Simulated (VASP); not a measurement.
# CaF (Fm-3m) in VASP: density of states with PBE

Aim: the density of states of CaF with PBE.

Everything below comes from runs of VASP 6.6.1. Logs are shortened: lines on timing, memory, paths and dates and some standing lists are left out, and cuts for length are marked.

**1. The cell of the first run**

Symmetry: Fm-3m, No. 225, cubic system. The conventional cell has a = 4.786 Å, b = 4.786 Å, c = 4.786 Å, α = 90.00°, β = 90.00°, γ = 90.00°. Within 3.2 Å of Ca (site symmetry m-3m) lie 6 F at 2.39 Å. F (site symmetry m-3m) has 6 Ca at 2.39 Å within 3.2 Å.

**2. Density of states, PBE**

POSCAR reads:

```
CaF
1.0
    0.0000000000      2.3928630000      2.3928630000
    2.3928630000      0.0000000000      2.3928630000
    2.3928630000      2.3928630000      0.0000000000
Ca F
1 1
Direct
    0.5000000000      0.5000000000      0.5000000000
    0.0000000000      0.0000000000      0.0000000000
```

INCAR.step1 reads:

```
SYSTEM = CaF
ALGO = Normal
EDIFF = 1E-6
ENCUT = 520
GGA = PE
GGA_COMPAT = .False.
ISIF = 2
ISMEAR = -1
LASPH = .True.
LCHARG = .True.
LORBIT = 11
LREAL = .False.
LWAVE = .False.
NBANDS = 16
NEDOS = 2001
NELM = 120
PREC = Accurate
SIGMA = 0.0628
```

KPOINTS.step1 reads:

```
k-points
0
Gamma
  12 12 12
  0 0 0
```

INCAR.step2 reads:

```
SYSTEM = CaF
ALGO = Normal
EDIFF = 1E-6
ENCUT = 520
GGA = PE
GGA_COMPAT = .False.
ICHARG = 11
ISIF = 2
ISMEAR = -5
LASPH = .True.
LCHARG = .False.
LORBIT = 11
LREAL = .False.
LWAVE = .False.
NBANDS = 16
NEDOS = 2001
NELM = 120
PREC = Accurate
SIGMA = 0.0628
```

KPOINTS.step2 reads:

```
k-points
0
Gamma
  18 18 18
  0 0 0
```

Potentials or basis: VASP PAW PBE potentials, release 64 (Ca_sv, F).

Launch:

```
$ cat potpaw_PBE.64/Ca_sv/POTCAR potpaw_PBE.64/F/POTCAR > POTCAR
$ cp INCAR.step1 INCAR
$ cp KPOINTS.step1 KPOINTS
$ mpirun -np 1 vasp_std > vasp.out
$ cp INCAR.step2 INCAR
$ cp KPOINTS.step2 KPOINTS
$ mpirun -np 1 vasp_std > vasp.out
```

OUTCAR:

```text
SYSTEM = CaF
   EDIFF = 1E-6
   ENCUT = 520
   GGA = PE
   ICHARG = 11
   ISIF = 2
   ISMEAR = -5
   LASPH = .True.
   LORBIT = 11
   LREAL = .False.
   NELM = 120
   PREC = Accurate

 ion  position               nearest neighbor table
   1  0.500  0.500  0.500-   2 2.39   2 2.39   2 2.39   2 2.39   2 2.39   2 2.39
   2  0.000  0.000  0.000-   1 2.39   1 2.39   1 2.39   1 2.39   1 2.39   1 2.39

  LATTYP: Found a face centered cubic cell.
 ALAT       =     4.7857260000

  Lattice vectors:

 A1 = (   0.0000000000,   2.3928630000,   2.3928630000)
 A2 = (   2.3928630000,   0.0000000000,   2.3928630000)
 A3 = (   2.3928630000,   2.3928630000,   0.0000000000)

Analysis of symmetry for initial positions (statically):
=====================================================================
 Subroutine PRICEL returns:
 Original cell was already a primitive cell.

 Routine SETGRP: Setting up the symmetry group for a
 face centered cubic supercell.

 Subroutine GETGRP returns: Found 48 space group operations
 (whereof 48 operations were pure point group operations)
 out of a pool of 48 trial point group operations.

The static configuration has the point symmetry O_h .

Analysis of symmetry for dynamics (positions and initial velocities):
=====================================================================
 Subroutine PRICEL returns:
 Original cell was already a primitive cell.

 Routine SETGRP: Setting up the symmetry group for a
 face centered cubic supercell.

 Subroutine GETGRP returns: Found 48 space group operations
 (whereof 48 operations were pure point group operations)
 out of a pool of 48 trial point group operations.

The dynamic configuration has the point symmetry O_h .

 Subroutine INISYM returns: Found 48 space group operations
 (whereof 48 operations are pure point group operations),
 and found     1 'primitive' translations

----------------------------------------------------------------------------------------

                                     Primitive cell

  volume of cell :      27.4021

  direct lattice vectors                    reciprocal lattice vectors
     0.000000000  2.392863000  2.392863000    -0.208954712  0.208954712  0.208954712
     2.392863000  0.000000000  2.392863000     0.208954712 -0.208954712  0.208954712
     2.392863000  2.392863000  0.000000000     0.208954712  0.208954712 -0.208954712

  length of vectors
     3.384019308  3.384019308  3.384019308     0.361920178  0.361920178  0.361920178

  position of ions in fractional coordinates (direct lattice)
     0.500000000  0.500000000  0.500000000
     0.000000000  0.000000000  0.000000000

  ion indices of the primitive-cell ions
   primitive index   ion index
                 1           1
                 2           2

----------------------------------------------------------------------------------------

 KPOINTS: k-points

Automatic generation of k-mesh.
 Grid dimensions read from file:
 generate k-points for:   18   18   18

 Generating k-lattice:

  Cartesian coordinates                     Fractional coordinates (reciprocal lattice)
    -0.011608595  0.011608595  0.011608595     0.055555556  0.000000000  0.000000000
     0.011608595 -0.011608595  0.011608595     0.000000000  0.055555556  0.000000000
     0.011608595  0.011608595 -0.011608595     0.000000000  0.000000000  0.055555556

  Length of vectors
     0.020106677  0.020106677  0.020106677

  Shift w.r.t. Gamma in fractional coordinates (k-lattice)
     0.000000000  0.000000000  0.000000000

 TETIRR: Found    806 inequivalent tetrahedra from    34992

 Subroutine IBZKPT returns following result:
 ===========================================

 Found    195 irreducible k-points:

 Following reciprocal coordinates:
            Coordinates               Weight
  0.000000  0.000000  0.000000      1.000000
  0.055556  0.000000  0.000000      8.000000
  0.111111  0.000000  0.000000      8.000000
  0.166667  0.000000  0.000000      8.000000
  0.222222  0.000000  0.000000      8.000000
  0.277778  0.000000  0.000000      8.000000
[... 16 lines left out ...]
 -0.277778  0.055556  0.000000     24.000000
 -0.222222  0.055556  0.000000     24.000000
 [... further k-points ...]
   k-points           NKPTS =    195   k-points in BZ     NKDIM =    195   number of bands    NBANDS=     16
   number of dos      NEDOS =   2001   number of ions     NIONS =      2
   total plane-waves  NPLWV =  21952
   dimension x,y,z NGX =    28 NGY =   28 NGZ =   28
   dimension x,y,z NGXF=    56 NGYF=   56 NGZF=   56
   ions per type =               1   1
   NGX,Y,Z   is equivalent  to a cutoff of  13.76, 13.76, 13.76 a.u.
   NGXF,Y,Z  is equivalent  to a cutoff of  27.51, 27.51, 27.51 a.u.
 SYSTEM =  CaF
   PREC   = accura    normal or accurate (medium, high low for compatibility)
   ISTART =      0    job   : 0-new  1-cont  2-samecut
   ICHARG =     11    charge: 1-file 2-atom 10-const
   ISPIN  =      1    spin polarized calculation?
   LNONCOLLINEAR =      F non collinear calculations
   LSORBIT =      F    spin-orbit coupling
   LASPH  =      T    aspherical Exc in radial PAW
   ENCUT  =  520.0 eV  38.22 Ry    6.18 a.u.   6.29  6.29  6.29*2*pi/ulx,y,z
   NELM   =    120;   NELMIN=  2; NELMDL=  0     # of ELM steps
   EDIFF  = 0.1E-05   stopping-criterion for ELM
   LREAL  =      F    real-space projection
   EDIFFG = 0.1E-04   stopping-criterion for IOM
   NSW    =      0    number of steps for IOM
   IBRION =     -1    ionic relax: 0-MD 1-quasi-New 2-CG
   NFREE  =      0    steps in history (QN), initial steepest desc. (CG)
   ISIF   =      2    stress and relaxation
   ISYM   =      2    0-nonsym 1-usesym 2-fastsym
   POTIM  = 0.5000    time-step for ionic-motion
   TEBEG  =    0.0;   TEEND  =   0.0 temperature during run
   PSTRESS=    0.0 pullay stress
   NELECT =      17.0000    total number of electrons
   NUPDOWN=      -1.0000    fix difference up-down
   EMIN   =  10.00;   EMAX   =-10.00  energy-range for DOS
   EFERMI =   0.00;   METHOD = LEGACY
   ISMEAR =    -5;   SIGMA  =   0.06  broadening in eV -4-tet -1-fermi 0-gaus
   EFERMI_NEDOS =   21; number of points for ismear=-14 and -15
   IALGO  =     38    algorithm
   IMIX   =      4    mixing-type and parameters
     AMIX     =   0.40;   BMIX     =  1.00
     AMIX_MAG =   1.60;   BMIX_MAG =  1.00
  volume/ion in A,a.u.               =      13.70        92.46
  Fermi-wavevector in a.u.,A,eV,Ry     =   1.396250  2.638531 26.524764  1.949515
  Thomas-Fermi vector in A             =   2.519623
   LORBIT       =     11    0 simple, 1 ext, 2 COOP (PROOUT), +10 PAW based schemes
   GGA     = PE    functional components
   LHFCALC =     F    Hartree Fock is set to
   AEXX    =    0.0000 exact exchange contribution
   IVDW    =     0    specifies the selected vdW correction
   LEPSILON=     F    determine dielectric tensor
   LRPA    =     F    only Hartree local field effects (RPA)
 non-spin polarized calculation
 Fermi weights with tetrahedron method with Bloechl corrections
  energy-cutoff  :      520.00
  volume of cell :       27.40
 maximum number of plane-waves:       754
 NGX is ok and might be reduce to    28

 number of electron      16.9999995 magnetization

 Free energy of the ion-electron system (eV)
  ---------------------------------------------------
  ext. energy  EPLUGINS =         0.00000000
  ---------------------------------------------------
  free energy    TOTEN  =        -7.92460075 eV

  energy without entropy =       -7.92460075  energy(sigma->0) =       -7.92460075

 E-fermi :   7.5692     XC(G=0): -10.6373

 val. band max:        7.5361313269   @ k =   0.3333   0.1111   0.0556
 cond. band min:       7.5365325055   @ k =   0.2778   0.1667   0.0000
 fundamental gap:      0.0004011786
 Fermi energy:         7.5691888716

 k-point     1 :       0.0000    0.0000    0.0000
  band No.  band energies     occupation
      1     -34.7163      2.00000
      2     -20.2837      2.00000
      3     -15.5027      2.00000
      4     -15.5027      2.00000
      5     -15.5027      2.00000
      6      -1.3290      2.00000
[... 8 lines left out ...]
     15      17.0087      0.00000
     16      25.2572      0.00000

 k-point     2 :       0.0556    0.0000    0.0000
  band No.  band energies     occupation
      1     -34.7126      2.00000
      2     -20.2949      2.00000
      3     -15.5043      2.00000
      4     -15.5043      2.00000
      5     -15.5013      2.00000
      6      -1.3846      2.00000
[... 8 lines left out ...]
     15      17.1654      0.00000
     16      24.9941      0.00000

 k-point     3 :       0.1111    0.0000    0.0000
  band No.  band energies     occupation
      1     -34.7017      2.00000
      2     -20.3268      2.00000
      3     -15.5089      2.00000
      4     -15.5089      2.00000
      5     -15.4974      2.00000
      6      -1.5379      2.00000
[... 8 lines left out ...]
     15      17.5788      0.00000
     16      24.2000      0.00000

 k-point     4 :       0.1667    0.0000    0.0000
  band No.  band energies     occupation
      1     -34.6851      2.00000
      2     -20.3751      2.00000
      3     -15.5159      2.00000
      4     -15.5159      2.00000
      5     -15.4915      2.00000
      6      -1.7559      2.00000
[... 8 lines left out ...]
     15      18.0750      0.00000
     16      23.3836      0.00000
[... 324 lines left out ...]
 k-point    22 :      -0.3333    0.0556    0.0000
  band No.  band energies     occupation
      1     -34.6138      2.00000
      2     -20.5679      2.00000
      3     -15.5793      2.00000
      4     -15.5359      2.00000
      5     -15.4712      2.00000
      6      -2.5085      2.00000
[... 8 lines left out ...]
     15      17.2164      0.00000
     16      20.2315      0.00000

 k-point    23 :      -0.2778    0.0556    0.0000
  band No.  band energies     occupation
      1     -34.6333      2.00000
      2     -20.5153      2.00000
      3     -15.5735      2.00000
      4     -15.5252      2.00000
      5     -15.4717      2.00000
      6      -2.3272      2.00000
[... 8 lines left out ...]
     15      17.9477      0.00000
     16      20.9543      0.00000

 k-point    24 :      -0.2222    0.0556    0.0000
  band No.  band energies     occupation
      1     -34.6548      2.00000
      2     -20.4565      2.00000
      3     -15.5634      2.00000
      4     -15.5153      2.00000
      5     -15.4743      2.00000
      6      -2.1117      2.00000
[... 8 lines left out ...]
     15      18.3854      0.00000
     16      21.7032      0.00000

 [... further k-points ...]
[... 5 lines left out ...]
  --------------------------------------------------------------------------------------
  -------------------------------------------------------------------------------------
  Total        2.8640498      2.8640498      2.8640498     -0.0000000     -0.0000000      0.0000000
  in kB      167.4586720    167.4586720    167.4586720     -0.0000000     -0.0000000      0.0000000
  external PRESSURE =     167.4586720 kB  Pullay stress =       0.0000000 kB

 VOLUME and BASIS-vectors are now :
 -----------------------------------------------------------------------------
  energy-cutoff  :      520.00
  volume of cell :       27.40
      direct lattice vectors                 reciprocal lattice vectors
     0.000000000  2.392863000  2.392863000    -0.208954712  0.208954712  0.208954712
     2.392863000  0.000000000  2.392863000     0.208954712 -0.208954712  0.208954712
     2.392863000  2.392863000  0.000000000     0.208954712  0.208954712 -0.208954712

 POSITION                                       TOTAL-FORCE (eV/Angst)
 -----------------------------------------------------------------------------------
      2.39286      2.39286      2.39286        -0.000000      0.000000     -0.000000
      0.00000      0.00000      0.00000         0.000000     -0.000000      0.000000
 -----------------------------------------------------------------------------------
    total drift:                                0.000000      0.000000     -0.000000

  FREE ENERGIE OF THE ION-ELECTRON SYSTEM (eV)
  ---------------------------------------------------
  free  energy   TOTEN  =        -7.9246007518 eV

  energy  without entropy=       -7.9246007518  energy(sigma->0) =       -7.92460075

 total charge

# of ion       s       p       d       tot
------------------------------------------
    1        2.053   5.834   0.469   8.356
    2        1.749   4.356   0.000   6.104
--------------------------------------------------
tot          3.802  10.189   0.469  14.461
```

Wall time 1.7 min (1 thread of Intel Xeon Platinum 8259CL at 2.50GHz (Skylake/Cascade Lake), shared host); peak memory 0.21 GiB.

What came out:

* Valence electrons inside the program's atomic spheres: Ca 8.36; F 6.10

Levels at points of the mesh, in eV from the Fermi level:
```csv
k point,band 6,band 7,band 8,band 9,band 10,band 11,band 12,band 13
"(0.00, 0.00, 0.00)",-8.90,-8.90,-8.90,-2.28,1.24,1.24,1.24,2.92
"(0.50, 0.00, 0.00)",-10.33,-9.54,-9.54,0.42,2.48,3.03,3.03,5.08
"(0.50, 0.50, 0.00)",-9.43,-9.04,-9.04,-1.59,1.96,4.16,4.16,4.78
```

Caveat: an odd number of electrons without spin polarisation forces a metal; a magnetic or distorted state may lie lower; tetrahedron occupations give inexact forces and stress in metals.
